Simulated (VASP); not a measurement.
Wanted: the native input for a VASP 6.6.1 run.

* Task: single point
* Functional: PBE
* Potentials or basis: VASP PAW PBE potentials, release 64 (Hg)
* Cutoff: 520 eV
* k mesh: 12 × 12 × 12
* Occupations: fermi-dirac, width 0.0612256 eV
* Spin: no spin polarisation
* Dipole correction: no
* Further INCAR settings: ALGO = Normal; EDIFF = 1e-06; NBANDS = 12

The structure of Hg lies in POSCAR:

```
Hg
1.0
    3.1099150105      0.0000000000      0.0000000000
    0.0000000000      3.1099150105      0.0000000000
    0.0000000000      0.0000000000      3.1099150105
Hg
1
Direct
    0.0000000000      0.0000000000      0.0000000000
```

One way to write it, as run:

INCAR

```
SYSTEM = Hg
ALGO = Normal
EDIFF = 1E-6
ENCUT = 520
GGA = PE
ISIF = 2
ISMEAR = -1
LASPH = .TRUE.
LCHARG = .FALSE.
LREAL = .FALSE.
LWAVE = .FALSE.
NBANDS = 12
NELM = 60
PREC = Accurate
SIGMA = 0.06122561905347299
```

KPOINTS

```
k-points
0
G
  12 12 12
  0 0 0
```

Potentials or basis: VASP PAW PBE potentials, release 64 (Hg).

The run is started by

```sh
$ cat potpaw_PBE.64/Hg/POTCAR > POTCAR
$ mpirun -np 1 vasp_std > vasp.out
```

It gave:

```yaml
Pressure: 0.0 GPa
Band_gap_on_the_k_mesh: zero (band 6 reaches 4.80 eV, above the bottom of band 7 at -0.05 eV)
```

Caveat: spin-orbit coupling is left out, which moves the levels of the heavy elements.

Wall time 5.9 s on 1 thread of Intel(R) Xeon(R) 6975P-C (Granite Rapids), on a shared host, peak memory 0.15 GiB.
